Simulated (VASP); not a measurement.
# BAs (Cmme) in VASP: single point with PBE

Aim: the single point of BAs with PBE.

All numbers are computed with VASP 6.6.1; they aren't measurements. Logs are shortened: lines on timing, memory, paths and dates and some standing lists are left out, and cuts for length are marked.

## 1. The cell of the first run

The structure is orthorhombic, space group Cmme (No. 67). Conventional cell: a = 3.715 Å, b = 7.069 Å, c = 7.095 Å, α = 90.00°, β = 90.00°, γ = 90.00°. Within 2.5 Å of B (site symmetry 2/m) lie 2 B at 1.86 Å and 2 As at 1.95 Å. As (site symmetry mm2) has 2 B at 1.95 Å within 2.6 Å.

## 2. Single point, PBE

Contents of INCAR:

```
PREC = Accurate ; ENCUT = 560
EDIFF = 1E-6 ; ISMEAR = 0
SIGMA = 0.1 ; LREAL = False
LASPH = True ; NELM = 120
ALGO = Normal ; ISIF = 2
LWAVE = False ; LCHARG = True
GGA = PE ; LELF = True
LVHAR = True ; NBANDS = 26
GGA_COMPAT = False
```

Contents of KPOINTS:

```
Automatic mesh
0
Gamma
  14 14 8
```

Contents of POSCAR:

```
BAs
1.0
    1.8576824029     -3.5345802968      0.0000000000
    1.8576824029      3.5345802968      0.0000000000
    0.0000000000      0.0000000000      7.0950656664
B As
2 2
Direct
    0.0000000000      0.5000000000      0.0000000000
    0.5000000000      0.0000000000      0.0000000000
    0.2500000000      0.7500000000      0.2414825182
    0.7500000000      0.2500000000      0.7585174818
```

Potentials or basis: VASP PAW PBE potentials, release 64 (B, As_d).

The run is started by

```console
cat potpaw_PBE.64/B/POTCAR potpaw_PBE.64/As_d/POTCAR > POTCAR
mpirun -np 1 vasp_std > vasp.out
```

OUTCAR:

```text
PREC = Accurate
   ENCUT = 560
   EDIFF = 1E-6
   ISMEAR = 0
   LREAL = False
   LASPH = True
   NELM = 120
   ISIF = 2
   GGA = PE

 ion  position               nearest neighbor table
   1  0.000  0.500  0.000-   2 1.86   2 1.86   4 1.95   3 1.95
   2  0.500  0.000  0.000-   1 1.86   1 1.86   4 1.95   3 1.95
   3  0.250  0.750  0.241-   1 1.95   2 1.95
   4  0.750  0.250  0.759-   1 1.95   2 1.95

  LATTYP: Found a base centered orthorhombic cell.
 ALAT       =     3.7153648058
 B/A-ratio  =     1.9026827682
 C/A-ratio  =     1.9096551852

  Lattice vectors:

 A1 = (   1.8576824029,  -3.5345802968,   0.0000000000)
 A2 = (   1.8576824029,   3.5345802968,   0.0000000000)
 A3 = (   0.0000000000,   0.0000000000,   7.0950656664)

Analysis of symmetry for initial positions (statically):
=====================================================================
 Subroutine PRICEL returns:
 Original cell was already a primitive cell.

 Routine SETGRP: Setting up the symmetry group for a
 base centered orthorhombic supercell.

 Subroutine GETGRP returns: Found  8 space group operations
 (whereof  4 operations were pure point group operations)
 out of a pool of  8 trial point group operations.

The static configuration has the point symmetry C_2h.
 The point group associated with its full space group is D_2h.

Analysis of symmetry for dynamics (positions and initial velocities):
=====================================================================
 Subroutine PRICEL returns:
 Original cell was already a primitive cell.

 Routine SETGRP: Setting up the symmetry group for a
 base centered orthorhombic supercell.

 Subroutine GETGRP returns: Found  8 space group operations
 (whereof  4 operations were pure point group operations)
 out of a pool of  8 trial point group operations.

The dynamic configuration has the point symmetry C_2h.
 The point group associated with its full space group is D_2h.

 Subroutine INISYM returns: Found  8 space group operations
 (whereof  4 operations are pure point group operations),
 and found     1 'primitive' translations

----------------------------------------------------------------------------------------

                                     Primitive cell

  volume of cell :      93.1742

  direct lattice vectors                    reciprocal lattice vectors
     1.857682403 -3.534580297  0.000000000     0.269152574 -0.141459511  0.000000000
     1.857682403  3.534580297  0.000000000     0.269152574  0.141459511  0.000000000
     0.000000000  0.000000000  7.095065666     0.000000000  0.000000000  0.140943023

  length of vectors
     3.993024140  3.993024140  7.095065666     0.304062331  0.304062331  0.140943023

  position of ions in fractional coordinates (direct lattice)
     1.000000000  0.500000000  0.000000000
     0.500000000  1.000000000  0.000000000
     0.250000000  0.750000000  0.241482518
     0.750000000  0.250000000  0.758517482

  ion indices of the primitive-cell ions
   primitive index   ion index
                 1           1
                 2           2
                 3           3
                 4           4

----------------------------------------------------------------------------------------

 KPOINTS: Automatic mesh

Automatic generation of k-mesh.
 Grid dimensions read from file:
 generate k-points for:   14   14    8

 Generating k-lattice:

  Cartesian coordinates                     Fractional coordinates (reciprocal lattice)
     0.019225184 -0.010104251  0.000000000     0.071428571 -0.000000000  0.000000000
     0.019225184  0.010104251  0.000000000    -0.000000000  0.071428571  0.000000000
     0.000000000  0.000000000  0.017617878     0.000000000  0.000000000  0.125000000

  Length of vectors
     0.021718738  0.021718738  0.017617878

  Shift w.r.t. Gamma in fractional coordinates (k-lattice)
     0.000000000  0.000000000  0.000000000

 Subroutine IBZKPT returns following result:
 ===========================================

 Found    285 irreducible k-points:

 Following reciprocal coordinates:
            Coordinates               Weight
  0.000000  0.000000  0.000000      1.000000
  0.071429  0.000000  0.000000      4.000000
  0.142857  0.000000  0.000000      4.000000
  0.214286  0.000000  0.000000      4.000000
  0.285714  0.000000  0.000000      4.000000
  0.357143  0.000000  0.000000      4.000000
[... 16 lines left out ...]
  0.214286  0.142857  0.000000      4.000000
  0.285714  0.142857  0.000000      4.000000
 [... further k-points ...]
   k-points           NKPTS =    285   k-points in BZ     NKDIM =    285   number of bands    NBANDS=     26
   number of dos      NEDOS =    301   number of ions     NIONS =      4
   total plane-waves  NPLWV =  57344
   dimension x,y,z NGX =    32 NGY =   32 NGZ =   56
   dimension x,y,z NGXF=    64 NGYF=   64 NGZF=  112
   ions per type =               2   2
   NGX,Y,Z   is equivalent  to a cutoff of  13.32, 13.32, 13.12 a.u.
   NGXF,Y,Z  is equivalent  to a cutoff of  26.65, 26.65, 26.24 a.u.
 SYSTEM =  unknown system
   PREC   = accura    normal or accurate (medium, high low for compatibility)
   ISTART =      0    job   : 0-new  1-cont  2-samecut
   ICHARG =      2    charge: 1-file 2-atom 10-const
   ISPIN  =      1    spin polarized calculation?
   LNONCOLLINEAR =      F non collinear calculations
   LSORBIT =      F    spin-orbit coupling
   LASPH  =      T    aspherical Exc in radial PAW
   ENCUT  =  560.0 eV  41.16 Ry    6.42 a.u.   7.70  7.70 13.69*2*pi/ulx,y,z
   NELM   =    120;   NELMIN=  2; NELMDL= -5     # of ELM steps
   EDIFF  = 0.1E-05   stopping-criterion for ELM
   LREAL  =      F    real-space projection
   EDIFFG = 0.1E-04   stopping-criterion for IOM
   NSW    =      0    number of steps for IOM
   IBRION =     -1    ionic relax: 0-MD 1-quasi-New 2-CG
   NFREE  =      0    steps in history (QN), initial steepest desc. (CG)
   ISIF   =      2    stress and relaxation
   ISYM   =      2    0-nonsym 1-usesym 2-fastsym
   POTIM  = 0.5000    time-step for ionic-motion
   TEBEG  =    0.0;   TEEND  =   0.0 temperature during run
   PSTRESS=    0.0 pullay stress
   NELECT =      36.0000    total number of electrons
   NUPDOWN=      -1.0000    fix difference up-down
   EMIN   =  10.00;   EMAX   =-10.00  energy-range for DOS
   EFERMI =   0.00;   METHOD = LEGACY
   ISMEAR =     0;   SIGMA  =   0.10  broadening in eV -4-tet -1-fermi 0-gaus
   EFERMI_NEDOS =   21; number of points for ismear=-14 and -15
   IALGO  =     38    algorithm
   IMIX   =      4    mixing-type and parameters
     AMIX     =   0.40;   BMIX     =  1.00
     AMIX_MAG =   1.60;   BMIX_MAG =  1.00
  volume/ion in A,a.u.               =      23.29       157.19
  Fermi-wavevector in a.u.,A,eV,Ry     =   1.192368  2.253249 19.343976  1.421742
  Thomas-Fermi vector in A             =   2.328408
   LORBIT       =      0    0 simple, 1 ext, 2 COOP (PROOUT), +10 PAW based schemes
   GGA     = PE    functional components
   LHFCALC =     F    Hartree Fock is set to
   AEXX    =    0.0000 exact exchange contribution
   IVDW    =     0    specifies the selected vdW correction
   LEPSILON=     F    determine dielectric tensor
   LRPA    =     F    only Hartree local field effects (RPA)
 non-spin polarized calculation
 Gauss-broadening in eV      SIGMA  =   0.10
  energy-cutoff  :      560.00
  volume of cell :       93.17
 maximum number of plane-waves:      2832
   NGX = 15   NGY = 15   NGZ = 27

 number of electron      35.9999992 magnetization

 Free energy of the ion-electron system (eV)
  ---------------------------------------------------
  ext. energy  EPLUGINS =         0.00000000
  ---------------------------------------------------
  free energy    TOTEN  =       -19.57934135 eV

  energy without entropy =      -19.57211212  energy(sigma->0) =      -19.57572674

 E-fermi :   0.2090     XC(G=0):  -8.3575

 val. band max:        0.2072598933   @ k =   0.2857   0.0000   0.5000
 cond. band min:       0.2101271248   @ k =   0.5000   0.3571   0.2500
 fundamental gap:      0.0028672316
 Fermi energy:         0.2090110833

 k-point     1 :       0.0000    0.0000    0.0000
  band No.  band energies     occupation
      1     -34.6770      2.00000
      2     -34.6764      2.00000
      3     -34.6499      2.00000
      4     -34.6490      2.00000
      5     -34.6410      2.00000
      6     -34.6399      2.00000
[... 18 lines left out ...]
     25       7.9742      0.00000
     26       8.9505      0.00000

 k-point     2 :       0.0714    0.0000    0.0000
  band No.  band energies     occupation
      1     -34.6770      2.00000
      2     -34.6764      2.00000
      3     -34.6499      2.00000
      4     -34.6491      2.00000
      5     -34.6411      2.00000
      6     -34.6400      2.00000
[... 18 lines left out ...]
     25       8.2598      0.00000
     26       8.7094      0.00000

 k-point     3 :       0.1429    0.0000    0.0000
  band No.  band energies     occupation
      1     -34.6769      2.00000
      2     -34.6764      2.00000
      3     -34.6499      2.00000
      4     -34.6491      2.00000
      5     -34.6412      2.00000
      6     -34.6401      2.00000
[... 18 lines left out ...]
     25       7.8938      0.00000
     26       8.6928      0.00000

 k-point     4 :       0.2143    0.0000    0.0000
  band No.  band energies     occupation
      1     -34.6768      2.00000
      2     -34.6763      2.00000
      3     -34.6499      2.00000
      4     -34.6492      2.00000
      5     -34.6413      2.00000
      6     -34.6404      2.00000
[... 18 lines left out ...]
     25       7.1044      0.00000
     26       8.8361      0.00000
[... 496 lines left out ...]
      1     -34.6767      2.00000
      2     -34.6763      2.00000
      3     -34.6498      2.00000
      4     -34.6492      2.00000
      5     -34.6414      2.00000
      6     -34.6407      2.00000
[... 18 lines left out ...]
     25       6.6855      0.00000
     26       8.9926      0.00000

 k-point    23 :       0.2143    0.1429    0.0000
  band No.  band energies     occupation
      1     -34.6765      2.00000
      2     -34.6763      2.00000
      3     -34.6497      2.00000
      4     -34.6494      2.00000
      5     -34.6415      2.00000
      6     -34.6410      2.00000
[... 18 lines left out ...]
     25       7.1492      0.00000
     26       8.3786      0.00000

 k-point    24 :       0.2857    0.1429    0.0000
  band No.  band energies     occupation
      1     -34.6764      2.00000
      2     -34.6762      2.00000
      3     -34.6496      2.00000
      4     -34.6495      2.00000
      5     -34.6416      2.00000
      6     -34.6413      2.00000
[... 18 lines left out ...]
     25       7.7095      0.00000
     26       7.9547      0.00000

 [... further k-points ...]

------------------------ aborting loop because EDIFF is reached ----------------------------------------

  FORCE on cell =-STRESS in cart. coord.  units (eV):
  Direction    XX          YY          ZZ          XY          YZ          ZX
  --------------------------------------------------------------------------------------
  -------------------------------------------------------------------------------------
  Total       -0.0369031      0.0000105     -0.1759731      0.0000000      0.0000000      0.0000000
  in kB       -0.6345678      0.0001798     -3.0259453      0.0000000      0.0000000      0.0000000
  external PRESSURE =      -1.2201111 kB  Pullay stress =       0.0000000 kB

 VOLUME and BASIS-vectors are now :
 -----------------------------------------------------------------------------
  energy-cutoff  :      560.00
  volume of cell :       93.17
      direct lattice vectors                 reciprocal lattice vectors
     1.857682403 -3.534580297  0.000000000     0.269152574 -0.141459511  0.000000000
     1.857682403  3.534580297  0.000000000     0.269152574  0.141459511  0.000000000
     0.000000000  0.000000000  7.095065666     0.000000000  0.000000000  0.140943023

 POSITION                                       TOTAL-FORCE (eV/Angst)
 -----------------------------------------------------------------------------------
      0.92884      1.76729      0.00000         0.000000      0.000000      0.000000
      0.92884     -1.76729      0.00000         0.000000      0.000000      0.000000
      1.85768      1.76729      1.71333        -0.000000      0.000000     -0.050336
      1.85768     -1.76729      5.38173         0.000000      0.000000      0.050336
 -----------------------------------------------------------------------------------
    total drift:                                0.000000     -0.000000      0.000000

  FREE ENERGIE OF THE ION-ELECTRON SYSTEM (eV)
  ---------------------------------------------------
  free  energy   TOTEN  =       -19.5793413518 eV

  energy  without entropy=      -19.5721121197  energy(sigma->0) =      -19.57572674
```

Wall time 9.1 min (1 thread of Intel Xeon Platinum 8488C (Sapphire Rapids), shared host); peak memory 0.7 GiB.

What came out:

* Free energy: -19.5793 eV
* Pressure: -0.1 GPa
* Largest force: 0.050 eV/Å
* Band gap on the k mesh: zero (bands 18 and 19 overlap by 1.56 eV)

Forces on the atoms (eV/Å):
```
B    0.000  0.000  0.000
B    0.000  0.000  0.000
As   0.000  0.000 -0.050
As   0.000  0.000  0.050
```

Caveat: this functional lacks dispersion, which binds layers or chains, so the pressure and a relaxed spacing across them are unreliable.
